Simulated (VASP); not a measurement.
Ir, 1 atom in the cell. It takes space group Fm-3m (No. 225, cubic). Conventional cell: a = 3.872 Å, b = 3.872 Å, c = 3.872 Å, α = 90.00°, β = 90.00°, γ = 90.00°. Within 3.6 Å of Ir (site symmetry m-3m) lie 12 Ir at 2.74 Å. 

| Quantity | Value |
| --- | --- |
| Program | VASP 6.6.1 |
| Task | single point |
| Functional | PBE |
| Potentials or basis | VASP PAW PBE potentials, release 64 (Ir) |
| Cutoff | 520 eV |
| k mesh | 14 × 14 × 14 |
| Occupations | fermi-dirac, width 0.2 eV |
| Spin | no spin polarisation |
| Dipole correction | no |
| Further INCAR settings | ALGO = Normal; EDIFF = 1e-06; NBANDS = 10 |

Potentials or basis: VASP PAW PBE potentials, release 64 (Ir).

The run is started by

```bash
$ cat potpaw_PBE.64/Ir/POTCAR > POTCAR
$ mpirun -np 1 vasp_std > vasp.out
```

Hardware: 1 thread of Intel Xeon 6975P-C, with other jobs on the host.

Q: Estimate the wall time of this run.

A: Run time: 23 s on 1 thread of Intel Xeon 6975P-C (shared host), peak memory 0.14 GiB. Counts: scf iterations 11, k points 104.
